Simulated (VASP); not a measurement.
Be2Si:

```xyz
3
Lattice="0.0000 2.6414 2.6414 2.6414 0.0000 2.6414 2.6414 2.6414 0.0000" Properties=species:S:1:pos:R:3 pbc="T T T"
Si    0.0000    0.0000    0.0000
Be    1.3207    1.3207    1.3207
Be    3.9621    3.9621    3.9621
```

Base run:

| Item | Value |
| --- | --- |
| Program | VASP 6.6.1 |
| Functional | PBEsol |
| Potentials or basis | VASP PAW PBE potentials, release 64 (Si, Be) |
| Cutoff | 600 eV |
| k mesh | 6 × 6 × 6 |
| Occupations | methfessel-paxton, width 0.2 eV |
| Spin | no spin polarisation |

Its results: band gap on the k mesh zero (bands 4 and 5 overlap by 0.61 eV); pressure -1.1 GPa.

Task: The run is repeated on the same cell with these changes: occupations from methfessel-paxton, width 0.2 eV to fermi-dirac, width 0.5 eV. What comes out?

Result: Band gap on the k mesh zero (bands 4 and 5 overlap by 0.61 eV); pressure -0.5 GPa.

Caveats: the PAW data sets were made with another functional, which shifts forces and pressure a little; so wide a smearing shifts energies and pressures (at least some runs).
